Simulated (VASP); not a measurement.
# Pt (Fm-3m) in VASP: a series of runs

Pt is run at these levels: r2SCAN; tasks: single point.

All numbers are computed with VASP 6.6.1; they aren't measurements. Logs are shortened: lines on timing, memory, paths and dates and some standing lists are left out, and cuts for length are marked.

### 1 The cell of the first run

It takes space group Fm-3m (No. 225, cubic). Conventional cell: a = 3.940 Å, b = 3.940 Å, c = 3.940 Å, α = 90.00°, β = 90.00°, γ = 90.00°. Pt (site symmetry m-3m) has 12 Pt at 2.79 Å within 3.7 Å.

### 2 Single point, r2SCAN

Contents of POSCAR:

```
Pt
1.0
    0.0000000000      1.9700946807      1.9700946807
    1.9700946807      0.0000000000      1.9700946807
    1.9700946807      1.9700946807      0.0000000000
Pt
1
Direct
    0.0000000000      0.0000000000      0.0000000000
```

Contents of INCAR.step1:

```
SYSTEM = Pt
  PREC = Accurate
  ENCUT = 520
  ISMEAR = 0
  SIGMA = 0.1
  LREAL = .False.
  LASPH = .True.
  NELM = 100
  NBANDS = 11
  GGA = PE
  ALGO = Normal
  EDIFF = 1E-4
  LWAVE = .True.
  LCHARG = .False.
```

Contents of INCAR.step2:

```
SYSTEM = Pt
  PREC = Accurate
  ENCUT = 520
  EDIFF = 1E-6
  ISMEAR = 0
  SIGMA = 0.1
  LREAL = .False.
  LASPH = .True.
  NELM = 100
  ALGO = Normal
  ISIF = 2
  LWAVE = .False.
  LCHARG = .False.
  METAGGA = R2SCAN
  LMIXTAU = .True.
  NBANDS = 11
  ISTART = 1
```

Contents of KPOINTS:

```
regular mesh
0
Gamma
  18 18 18
  0 0 0
```

Potentials or basis: VASP PAW PBE potentials, release 64 (Pt).

Started as:

```console
$ cat potpaw_PBE.64/Pt/POTCAR > POTCAR
$ cp INCAR.step1 INCAR
$ mpirun -np 1 vasp_std > vasp.out
$ cp INCAR.step2 INCAR
$ mpirun -np 1 vasp_std > vasp.out
```

OUTCAR:

```text
SYSTEM = Pt
   PREC = Accurate
   ENCUT = 520
   EDIFF = 1E-6
   ISMEAR = 0
   LREAL = .False.
   LASPH = .True.
   NELM = 100
   ISIF = 2
   METAGGA = R2SCAN
   ISTART = 1

 ion  position               nearest neighbor table
   1  0.000  0.000  0.000-

  LATTYP: Found a face centered cubic cell.
 ALAT       =     3.9401893614

  Lattice vectors:

 A1 = (   0.0000000000,   1.9700946807,   1.9700946807)
 A2 = (   1.9700946807,   0.0000000000,   1.9700946807)
 A3 = (   1.9700946807,   1.9700946807,   0.0000000000)

Analysis of symmetry for initial positions (statically):
=====================================================================
 Subroutine PRICEL returns:
 Original cell was already a primitive cell.

 Routine SETGRP: Setting up the symmetry group for a
 face centered cubic supercell.

 Subroutine GETGRP returns: Found 48 space group operations
 (whereof 48 operations were pure point group operations)
 out of a pool of 48 trial point group operations.

The static configuration has the point symmetry O_h .

Analysis of symmetry for dynamics (positions and initial velocities):
=====================================================================
 Subroutine PRICEL returns:
 Original cell was already a primitive cell.

 Routine SETGRP: Setting up the symmetry group for a
 face centered cubic supercell.

 Subroutine GETGRP returns: Found 48 space group operations
 (whereof 48 operations were pure point group operations)
 out of a pool of 48 trial point group operations.

The dynamic configuration has the point symmetry O_h .

 Subroutine INISYM returns: Found 48 space group operations
 (whereof 48 operations are pure point group operations),
 and found     1 'primitive' translations

----------------------------------------------------------------------------------------

                                     Primitive cell

  volume of cell :      15.2930

  direct lattice vectors                    reciprocal lattice vectors
     0.000000000  1.970094681  1.970094681    -0.253794909  0.253794909  0.253794909
     1.970094681  0.000000000  1.970094681     0.253794909 -0.253794909  0.253794909
     1.970094681  1.970094681  0.000000000     0.253794909  0.253794909 -0.253794909

  length of vectors
     2.786134617  2.786134617  2.786134617     0.439585677  0.439585677  0.439585677

  position of ions in fractional coordinates (direct lattice)
     0.000000000  0.000000000  0.000000000

  ion indices of the primitive-cell ions
   primitive index   ion index
                 1           1

----------------------------------------------------------------------------------------

 KPOINTS: regular mesh

Automatic generation of k-mesh.
 Grid dimensions read from file:
 generate k-points for:   18   18   18

 Generating k-lattice:

  Cartesian coordinates                     Fractional coordinates (reciprocal lattice)
    -0.014099717  0.014099717  0.014099717     0.055555556  0.000000000  0.000000000
     0.014099717 -0.014099717  0.014099717     0.000000000  0.055555556  0.000000000
     0.014099717  0.014099717 -0.014099717     0.000000000  0.000000000  0.055555556

  Length of vectors
     0.024421426  0.024421426  0.024421426

  Shift w.r.t. Gamma in fractional coordinates (k-lattice)
     0.000000000  0.000000000  0.000000000

 Subroutine IBZKPT returns following result:
 ===========================================

 Found    195 irreducible k-points:

 Following reciprocal coordinates:
            Coordinates               Weight
  0.000000  0.000000  0.000000      1.000000
  0.055556  0.000000  0.000000      8.000000
  0.111111  0.000000  0.000000      8.000000
  0.166667  0.000000  0.000000      8.000000
  0.222222  0.000000  0.000000      8.000000
  0.277778  0.000000  0.000000      8.000000
[... 16 lines left out ...]
 -0.277778  0.055556  0.000000     24.000000
 -0.222222  0.055556  0.000000     24.000000
 [... further k-points ...]
   k-points           NKPTS =    195   k-points in BZ     NKDIM =    195   number of bands    NBANDS=     11
   number of dos      NEDOS =    301   number of ions     NIONS =      1
   total plane-waves  NPLWV =  13824
   dimension x,y,z NGX =    24 NGY =   24 NGZ =   24
   dimension x,y,z NGXF=    48 NGYF=   48 NGZF=   48
   ions per type =               1
   NGX,Y,Z   is equivalent  to a cutoff of  14.32, 14.32, 14.32 a.u.
   NGXF,Y,Z  is equivalent  to a cutoff of  28.64, 28.64, 28.64 a.u.
 SYSTEM =  Pt
   PREC   = accura    normal or accurate (medium, high low for compatibility)
   ISTART =      1    job   : 0-new  1-cont  2-samecut
   ICHARG =      0    charge: 1-file 2-atom 10-const
   ISPIN  =      1    spin polarized calculation?
   LNONCOLLINEAR =      F non collinear calculations
   LSORBIT =      F    spin-orbit coupling
   LASPH  =      T    aspherical Exc in radial PAW
   ENCUT  =  520.0 eV  38.22 Ry    6.18 a.u.   5.18  5.18  5.18*2*pi/ulx,y,z
[... 29 lines left out ...]
   IVDW    =     0    specifies the selected vdW correction
   LEPSILON=     F    determine dielectric tensor
   LRPA    =     F    only Hartree local field effects (RPA)
 non-spin polarized calculation
 Gauss-broadening in eV      SIGMA  =   0.10
  energy-cutoff  :      520.00
  volume of cell :       15.29
 maximum number of plane-waves:       424
 NGX is ok and might be reduce to    24
   NGX = 11   NGY = 11   NGZ = 11

 number of electron      10.0000001 magnetization

 Free energy of the ion-electron system (eV)
  ---------------------------------------------------
  ext. energy  EPLUGINS =         0.00000000
  ---------------------------------------------------
  free energy    TOTEN  =       -51.50169553 eV

  energy without entropy =      -51.49136542  energy(sigma->0) =      -51.49653048

 E-fermi :  10.7505     XC(G=0): -14.5371

 val. band max:       10.7476007566   @ k =   0.4444   0.1111   0.0000
 cond. band min:      10.7506344327   @ k =  -0.2778   0.3889   0.1667
 fundamental gap:      0.0030336761
 Fermi energy:        10.7505417498

 k-point     1 :       0.0000    0.0000    0.0000
  band No.  band energies     occupation
      1       0.4141      2.00000
      2       6.9197      2.00000
      3       6.9197      2.00000
      4       6.9197      2.00000
      5       9.0346      2.00000
      6       9.0346      2.00000
      7      26.2692      0.00000
      8      31.3581      0.00000
      9      31.3581      0.00000
     10      31.3581      0.00000
     11      37.1803      0.00000

 k-point     2 :       0.0556    0.0000    0.0000
  band No.  band energies     occupation
      1       0.5421      2.00000
      2       6.8632      2.00000
      3       6.9705      2.00000
      4       6.9705      2.00000
      5       9.0068      2.00000
      6       9.0068      2.00000
      7      26.4644      0.00000
      8      30.6889      0.00000
      9      31.5498      0.00000
     10      31.5498      0.00000
     11      37.9013      0.00000

 k-point     3 :       0.1111    0.0000    0.0000
  band No.  band energies     occupation
      1       0.9145      2.00000
      2       6.7188      2.00000
      3       7.1030      2.00000
      4       7.1030      2.00000
      5       8.9485      2.00000
      6       8.9485      2.00000
      7      26.9926      0.00000
      8      29.2531      0.00000
      9      32.1063      0.00000
     10      32.1063      0.00000
     11      38.4684      0.00000

 k-point     4 :       0.1667    0.0000    0.0000
  band No.  band energies     occupation
      1       1.4897      2.00000
      2       6.5598      2.00000
      3       7.2493      2.00000
      4       7.2493      2.00000
      5       8.9389      2.00000
      6       8.9389      2.00000
      7      27.4680      0.00000
      8      27.7644      0.00000
      9      32.9657      0.00000
     10      32.9657      0.00000
     11      36.7509      0.00000
[... 239 lines left out ...]
 k-point    22 :      -0.3333    0.0556    0.0000
  band No.  band energies     occupation
      1       3.3472      2.00000
      2       6.9949      2.00000
      3       7.1051      2.00000
      4       7.6508      2.00000
      5       9.7802      2.00000
      6      10.5403      1.99705
      7      20.8607      0.00000
      8      26.9929      0.00000
      9      31.2130      0.00000
     10      33.2683      0.00000
     11      36.6526      0.00000

 k-point    23 :      -0.2778    0.0556    0.0000
  band No.  band energies     occupation
      1       3.0646      2.00000
      2       6.7927      2.00000
      3       7.1930      2.00000
      4       7.2574      2.00000
      5       9.2744      2.00000
      6      10.0157      2.00000
      7      23.0637      0.00000
      8      27.6758      0.00000
      9      32.1378      0.00000
     10      35.0464      0.00000
     11      35.0997      0.00000

 k-point    24 :      -0.2222    0.0556    0.0000
  band No.  band energies     occupation
      1       2.5076      2.00000
      2       6.4400      2.00000
      3       7.3056      2.00000
      4       7.3718      2.00000
      5       8.8675      2.00000
      6       9.5566      2.00000
      7      25.1479      0.00000
      8      28.1599      0.00000
      9      32.6815      0.00000
     10      34.3000      0.00000
     11      35.5069      0.00000

 [... further k-points ...]
[... 5 lines left out ...]
  --------------------------------------------------------------------------------------
  -------------------------------------------------------------------------------------
  Total        0.0667734      0.0667734      0.0667734      0.0000000      0.0000000      0.0000000
  in kB        6.9955659      6.9955659      6.9955659      0.0000000      0.0000000      0.0000000
  external PRESSURE =       6.9955659 kB  Pullay stress =       0.0000000 kB

 VOLUME and BASIS-vectors are now :
 -----------------------------------------------------------------------------
  energy-cutoff  :      520.00
  volume of cell :       15.29
      direct lattice vectors                 reciprocal lattice vectors
     0.000000000  1.970094681  1.970094681    -0.253794909  0.253794909  0.253794909
     1.970094681  0.000000000  1.970094681     0.253794909 -0.253794909  0.253794909
     1.970094681  1.970094681  0.000000000     0.253794909  0.253794909 -0.253794909

 POSITION                                       TOTAL-FORCE (eV/Angst)
 -----------------------------------------------------------------------------------
      0.00000      0.00000      0.00000         0.000000      0.000000      0.000000
 -----------------------------------------------------------------------------------
    total drift:                               -0.000000      0.000000     -0.000000

  FREE ENERGIE OF THE ION-ELECTRON SYSTEM (eV)
  ---------------------------------------------------
  free  energy   TOTEN  =       -51.5016955340 eV

  energy  without entropy=      -51.4913654209  energy(sigma->0) =      -51.49653048
```

It took 50 s on 1 thread of Intel Xeon 6975P-C (Granite Rapids), shared host; peak memory 0.16 GiB.

Results:

```
Free energy            : -51.5017 eV
Pressure               : 0.7 GPa
Band gap on the k mesh : zero (band 5 reaches 11.26 eV, above the bottom of band 6 at 8.94 eV)
```

Levels at points of the mesh, in eV from the Fermi level:
```
           k point  band 2  band 3  band 4  band 5  band 6  band 7  band 8  band 9
(0.00, 0.00, 0.00)   -3.83   -3.83   -3.83   -1.72   -1.72   15.52   20.61   20.61
(0.50, 0.00, 0.00)   -3.93   -3.93   -0.25    0.02    0.02    6.05   15.16   19.86
(0.50, 0.50, 0.00)   -6.72   -0.06    0.51    0.51    1.97    9.19   11.98   11.98
```

Caveat: the PAW data sets were made with another functional, which shifts forces and pressure a little; spin-orbit coupling is left out, which moves the levels of the heavy elements.

### 3 Single point, r2SCAN (volume scaled by 1.03)

Contents of POSCAR:

```
Pt
1.0
    0.0000000000      1.9896018373      1.9896018373
    1.9896018373      0.0000000000      1.9896018373
    1.9896018373      1.9896018373      0.0000000000
Pt
1
Direct
    0.0000000000      0.0000000000      0.0000000000
```

Contents of INCAR.step1:

```
SYSTEM = Pt
PREC = Accurate
ENCUT = 520
ISMEAR = 0
SIGMA = 0.1
LREAL = .FALSE.
LASPH = .TRUE.
NELM = 100
NBANDS = 11
GGA = PE
ALGO = Normal
EDIFF = 1E-4
LWAVE = .TRUE.
LCHARG = .FALSE.
```

Contents of INCAR.step2:

```
SYSTEM = Pt
PREC = Accurate
ENCUT = 520
EDIFF = 1E-6
ISMEAR = 0
SIGMA = 0.1
LREAL = .FALSE.
LASPH = .TRUE.
NELM = 100
ALGO = Normal
ISIF = 2
LWAVE = .FALSE.
LCHARG = .FALSE.
METAGGA = R2SCAN
LMIXTAU = .TRUE.
NBANDS = 11
ISTART = 1
```

Contents of KPOINTS:

```
Automatic mesh
0
G
  18 18 18
  0 0 0
```

Potentials or basis: VASP PAW PBE potentials, release 64 (Pt).

Started as:

```console
$ cat potpaw_PBE.64/Pt/POTCAR > POTCAR
$ cp INCAR.step1 INCAR
$ mpirun -np 1 vasp_std > vasp.out
$ cp INCAR.step2 INCAR
$ mpirun -np 1 vasp_std > vasp.out
```

It took 48 s on 1 thread of Intel Xeon 6975P-C (Granite Rapids), shared host; peak memory 0.17 GiB.

The run converged. Its results:

| Property | Result |
| --- | --- |
| Free energy | -51.4927 eV |
| Pressure | -6.8 GPa |
| Band gap on the k mesh | zero (band 5 reaches 10.68 eV, above the bottom of band 6 at 8.47 eV) |

Levels at points of the mesh, in eV from the Fermi level:
```
           k point  band 1  band 2  band 3  band 4  band 5  band 6  band 7  band 8  band 9  band 10
(0.00, 0.00, 0.00)  -10.00   -3.65   -3.65   -3.65   -1.64   -1.64   15.59   20.51   20.51    20.51
(0.50, 0.00, 0.00)   -7.11   -3.74   -3.74   -0.12    0.02    0.02    5.82   15.23   19.63    19.63
(0.50, 0.50, 0.00)   -6.81   -6.40   -0.07    0.48    0.48    2.03    8.86   11.87   11.87    20.74
```

Caveat: the PAW data sets were made with another functional, which shifts forces and pressure a little; spin-orbit coupling is left out, which moves the levels of the heavy elements.

### 4 Single point, r2SCAN (volume scaled by 1.06)

Contents of POSCAR:

```
Pt
1.0
    0.0000000000      2.0087337978      2.0087337978
    2.0087337978      0.0000000000      2.0087337978
    2.0087337978      2.0087337978      0.0000000000
Pt
1
Direct
    0.0000000000      0.0000000000      0.0000000000
```

Contents of INCAR.step1:

```
PREC = Accurate
ENCUT = 520
ISMEAR = 0
SIGMA = 0.1
LREAL = F
LASPH = T
NELM = 60
NBANDS = 11
GGA = PE
ALGO = Normal
EDIFF = 1E-4
LWAVE = T
LCHARG = F
```

Contents of INCAR.step2:

```
PREC = Accurate
ENCUT = 520
EDIFF = 1E-6
ISMEAR = 0
SIGMA = 0.1
LREAL = F
LASPH = T
NELM = 60
ALGO = Normal
ISIF = 2
LWAVE = F
LCHARG = F
METAGGA = R2SCAN
LMIXTAU = T
NBANDS = 11
ISTART = 1
```

Contents of KPOINTS:

```
regular mesh
0
Gamma
  18 18 18
```

Started as:

```console
$ cat potpaw_PBE.64/Pt/POTCAR > POTCAR
$ cp INCAR.step1 INCAR
$ mpirun -np 1 vasp_std > vasp.out
$ cp INCAR.step2 INCAR
$ mpirun -np 1 vasp_std > vasp.out
```

It took 52 s on 1 thread of Intel Xeon 6975P-C (Granite Rapids), shared host; peak memory 0.17 GiB.

Results (log left out):

* Free energy: -51.4642 eV
* Pressure: -13.0 GPa
* Band gap on the k mesh: zero (band 5 reaches 10.13 eV, above the bottom of band 6 at 8.03 eV)

Levels at points of the mesh, in eV from the Fermi level:
| k point | band 3 | band 4 | band 5 | band 6 | band 7 | band 8 |
| --- | --- | --- | --- | --- | --- | --- |
| (0.00, 0.00, 0.00) | -3.48 | -3.48 | -1.57 | -1.57 | 15.66 | 20.40 |
| (0.50, 0.00, 0.00) | -3.56 | 0.00 | 0.01 | 0.01 | 5.60 | 15.28 |
| (0.50, 0.50, 0.00) | -0.07 | 0.45 | 0.45 | 2.09 | 8.56 | 11.77 |

Caveat: the PAW data sets were made with another functional, which shifts forces and pressure a little; spin-orbit coupling is left out, which moves the levels of the heavy elements.

### 5 Single point, r2SCAN

Contents of POSCAR:

```
Pt
1.0
    0.0000000000      1.9700946809      1.9700946809
    1.9700946809      0.0000000000      1.9700946809
    1.9700946809      1.9700946809      0.0000000000
Pt
1
Direct
    0.0000000000      0.0000000000      0.0000000000
```

Contents of INCAR.step1:

```
PREC = Accurate ; ENCUT = 520
ISMEAR = 0 ; SIGMA = 0.1
LREAL = F ; LASPH = T
NELM = 60 ; NBANDS = 11
GGA = PE ; ALGO = Normal
EDIFF = 1E-4 ; LWAVE = T
LCHARG = F
```

Contents of INCAR.step2:

```
PREC = Accurate ; ENCUT = 520
EDIFF = 1E-6 ; ISMEAR = 0
SIGMA = 0.1 ; LREAL = F
LASPH = T ; NELM = 60
ALGO = Normal ; ISIF = 2
LWAVE = F ; LCHARG = F
METAGGA = R2SCAN ; LMIXTAU = T
NBANDS = 11 ; ISTART = 1
```

KPOINTS is that of step 4.

Started as:

```console
$ cat potpaw_PBE.64/Pt/POTCAR > POTCAR
$ cp INCAR.step1 INCAR
$ mpirun -np 1 vasp_std > vasp.out
$ cp INCAR.step2 INCAR
$ mpirun -np 1 vasp_std > vasp.out
```

It took 87 s on 1 thread of Intel Xeon Platinum 8259CL at 2.50GHz (Skylake/Cascade Lake), shared host; peak memory 0.17 GiB.

Results (log left out):

- Free energy: -51.5017 eV
- Pressure: 0.7 GPa
- Band gap on the k mesh: zero (band 5 reaches 11.26 eV, above the bottom of band 6 at 8.94 eV)

Levels at points of the mesh, in eV from the Fermi level:
```tsv
k point	band 2	band 3	band 4	band 5	band 6	band 7	band 8	band 9
(0.00, 0.00, 0.00)	-3.83	-3.83	-3.83	-1.72	-1.72	15.52	20.61	20.61
(0.50, 0.00, 0.00)	-3.93	-3.93	-0.25	0.02	0.02	6.05	15.16	19.86
(0.50, 0.50, 0.00)	-6.72	-0.06	0.51	0.51	1.97	9.19	11.98	11.98
```

Caveat: the PAW data sets were made with another functional, which shifts forces and pressure a little; spin-orbit coupling is left out, which moves the levels of the heavy elements.

### 6 Single point, r2SCAN

Contents of POSCAR:

```
Pt
1.0
    2.7861346167      0.0000000000      0.0000000000
    0.0000000000      2.7861346167      0.0000000000
    1.3930673084      1.3930673084      1.9700946808
Pt
1
Direct
    0.0000000000      0.0000000000      0.0000000000
```

Contents of INCAR.step1:

```
PREC = Accurate
ENCUT = 520
ISMEAR = 0
SIGMA = 0.1
LREAL = False
LASPH = True
NELM = 80
ISYM = 0
NBANDS = 11
GGA = PE
ALGO = Normal
EDIFF = 1E-4
LWAVE = True
LCHARG = False
```

Contents of INCAR.step2:

```
PREC = Accurate
ENCUT = 520
EDIFF = 1E-6
ISMEAR = 0
SIGMA = 0.1
LREAL = False
LASPH = True
NELM = 80
ALGO = Normal
ISIF = 2
LWAVE = False
LCHARG = False
METAGGA = R2SCAN
LMIXTAU = True
ISYM = 0
NBANDS = 11
ISTART = 1
```

Contents of KPOINTS:

```
Automatic mesh
0
Gamma
  12 12 17
```

Potentials or basis: VASP PAW PBE potentials, release 64 (Pt).

Started as:

```console
$ cat potpaw_PBE.64/Pt/POTCAR > POTCAR
$ cp INCAR.step1 INCAR
$ mpirun -np 1 vasp_std > vasp.out
$ cp INCAR.step2 INCAR
$ mpirun -np 1 vasp_std > vasp.out
```

Run time: 6.6 min. Hardware: 1 thread of Intel Xeon Platinum 8375C at 2.90GHz (Ice Lake), shared host; peak memory 0.32 GiB.

Results (log left out):

* Free energy: -51.5066 eV
* Pressure: 0.8 GPa
* Band gap on the k mesh: zero (band 5 reaches 11.26 eV, above the bottom of band 6 at 8.95 eV)

Levels at points of the mesh, in eV from the Fermi level:
```csv
k point,band 2,band 3,band 4,band 5,band 6,band 7,band 8,band 9
"(0.00, 0.00, 0.00)",-3.83,-3.83,-3.83,-1.71,-1.71,15.52,20.60,20.61
"(0.50, 0.00, 0.00)",-3.92,-3.92,-0.25,0.02,0.03,6.05,15.16,19.85
"(0.00, 0.50, 0.00)",-3.92,-3.92,-0.25,0.02,0.03,6.05,15.16,19.85
"(0.50, 0.50, 0.00)",-6.71,-0.06,0.51,0.51,1.97,9.19,11.97,11.98
```

Caveat: the PAW data sets were made with another functional, which shifts forces and pressure a little; spin-orbit coupling is left out, which moves the levels of the heavy elements.

### 7 Overview

```tsv
cell	k mesh	gap on the mesh (eV)	pressure (GPa)
a = 2.786 Å, angles 60.0°, 1 atom	18 × 18 × 18	none	0.7
a = 2.814 Å, angles 60.0°, 1 atom	18 × 18 × 18	none	-6.8
a = 2.841 Å, angles 60.0°, 1 atom	18 × 18 × 18	none	-13.0
a = 2.786 Å, angles 60.0, 60.0, 90.0°, 1 atom	12 × 12 × 17	none	0.8
```

Alike in all rows: task single point; level r2SCAN; potentials or basis VASP PAW PBE potentials, release 64 (Pt); no spin polarisation; cutoff (eV) 520; smearing gaussian 0.1 eV.

Caveats: the PAW data sets were made with another functional, which shifts forces and pressure a little; spin-orbit coupling is left out, which moves the levels of the heavy elements.

Absolute energies hang on the potentials; compare differences alone.
